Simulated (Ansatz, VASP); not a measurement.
## NaCl in VASP and in Ansatz

```xyz
2
Lattice="3.2220 0.0000 0.0000 0.0000 3.2220 0.0000 0.0000 0.0000 3.3621" Properties=species:S:1:pos:R:3 pbc="T T T"
Na    0.0000    0.0000    0.0000
Cl    1.6110    1.6110    1.6811
```

Change from the starting cell: strain -0.080 along x and y, -0.040 along z, atoms carried along.

Alike in both runs: task single point; functional PBEsol; k mesh 6 × 6 × 6; occupations gaussian, width 0.05 eV; no spin polarisation.

|  | VASP | Ansatz |
| --- | --- | --- |
| version | VASP 6.6.1 | Ansatz 0.2.0 |
| potentials or method | VASP PAW PBE potentials, release 64 (Na_pv, Cl), cutoff 520 eV | scalar-relativistic, plane waves, PAW |
| valence electrons in the cell | 14 | 16 |

Ansatz gave:

| Property | Result |
| --- | --- |
| gap on the k mesh at the Fermi level (eV) | 4.46 |
| least direct gap on the mesh (eV) | 5.06 |
| pressure (GPa) | 6.8 |
| traceless stress, the component that is largest in VASP (GPa) | -3.04 |

Estimate VASP's values.

gap on the k mesh at the Fermi level (eV): 4.46; least direct gap on the mesh (eV): 5.08; pressure (GPa): 6.8; traceless stress, the component that is largest in VASP (GPa): -3.04.

VASP's potentials were made for PBE, not for PBEsol. With one functional, cell and mesh, what is left measures potentials, basis and numerics. VASP's potentials hold 14 valence electrons a cell and Ansatz's 16, so a difference there can come from the potentials and not from the codes.
